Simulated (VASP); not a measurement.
Write the native input for VASP 6.6.1 that does the following.

```yaml
Task: single point
Functional: PBE
Potentials_or_basis: VASP PAW PBE potentials, release 64 (Be, Cd, S)
Cutoff: 520 eV
k_mesh: 8 × 8 × 8
Occupations: gaussian, width 0.1 eV
Spin: no spin polarisation
Dipole_correction: no
Further_INCAR_settings: ALGO = Normal; EDIFF = 1e-06; NBANDS = 34
```

The structure of BeCd3S2 lies in POSCAR:

```
BeCd3S2
1.0
    2.4232515355     -4.4695528156      0.0000000000
    2.4232515355      4.4695528156      0.0000000000
    0.0000000000      0.0000000000      6.3369935869
Be Cd S
1 3 2
Direct
    0.0000000000      0.0000000000      0.0000000000
    0.5000000000      0.5000000000      0.5000000000
    0.6654509187      0.3345490813      0.0000000000
    0.3345490813      0.6654509187      0.0000000000
    0.5000000000      0.0000000000      0.5000000000
    0.0000000000      0.5000000000      0.5000000000
```

The cell was built from a structure type or drawn by symmetry, and may not be a known phase.

One way to write it, as run:

INCAR

```
SYSTEM = BeCd3S2
  ALGO = Normal
  EDIFF = 1E-6
  ENCUT = 520
  GGA = PE
  ISIF = 2
  ISMEAR = 0
  LASPH = .True.
  LCHARG = .False.
  LREAL = .False.
  LWAVE = .False.
  NBANDS = 34
  NELM = 60
  PREC = Accurate
  SIGMA = 0.1
```

KPOINTS

```
k-points
0
Gamma
  8 8 8
  0 0 0
```

Potentials or basis: VASP PAW PBE potentials, release 64 (Be, Cd, S).

Launch:

```bash
$ cat potpaw_PBE.64/Be/POTCAR potpaw_PBE.64/Cd/POTCAR potpaw_PBE.64/S/POTCAR > POTCAR
$ mpirun -np 1 vasp_std > vasp.out
```

It gave:

```
Pressure               : 0.2 GPa
Band gap on the k mesh : zero (bands 25 and 26 overlap by 2.53 eV)
```

Wall time 3.2 min on 1 thread of Intel(R) Xeon(R) 6975P-C (Granite Rapids) (shared host), peak memory 0.55 GiB.
